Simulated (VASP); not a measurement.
Wanted: the native input for a VASP 6.6.1 run.

```yaml
Task: single point
Functional: PBEsol
Potentials_or_basis: VASP PAW PBE potentials, release 64 (Al, N)
Cutoff: 520 eV
k_mesh: 9 × 9 × 6
Occupations: gaussian, width 0.01 eV
Spin: no spin polarisation
Dipole_correction: no
Further_INCAR_settings: ALGO = Normal; EDIFF = 1e-06; NBANDS = 16
```

The structure of AlN lies in POSCAR:

```
AlN
1.0
    3.0909526978      0.0000000000      0.0000000000
   -1.5454763489      2.6768435582      0.0000000000
    0.0000000000      0.0000000000      4.9383649463
Al N
2 2
Direct
    0.3333333333      0.6666666667     -0.0012450435
    0.6666666667      0.3333333333      0.4987549565
    0.3333333333      0.6666666667      0.3812450435
    0.6666666667      0.3333333333      0.8812450435
```

These files were run (other wordings do the same):

INCAR

```
SYSTEM = AlN
PREC = Accurate
ENCUT = 520
EDIFF = 1E-6
ISMEAR = 0
SIGMA = 0.01
LREAL = .FALSE.
LASPH = .TRUE.
NELM = 100
ALGO = Normal
ISIF = 2
LWAVE = .FALSE.
LCHARG = .FALSE.
GGA = PS
NBANDS = 16
```

KPOINTS

```
Automatic mesh
0
G
  9 9 6
  0 0 0
```

Potentials or basis: VASP PAW PBE potentials, release 64 (Al, N).

The run is started by

```bash
$ cat potpaw_PBE.64/Al/POTCAR potpaw_PBE.64/N/POTCAR > POTCAR
$ mpirun -np 1 vasp_std > vasp.out
```

Results of the run:

```yaml
Pressure: 5.0 GPa
Band_gap_on_the_k_mesh: 4.31 eV, direct
```

Caveat: the PAW data sets were made with another functional, which shifts forces and pressure a little.

Run time: 27 s on 1 thread of Intel(R) Xeon(R) Platinum 8488C (Sapphire Rapids) (shared host), peak memory 0.17 GiB.
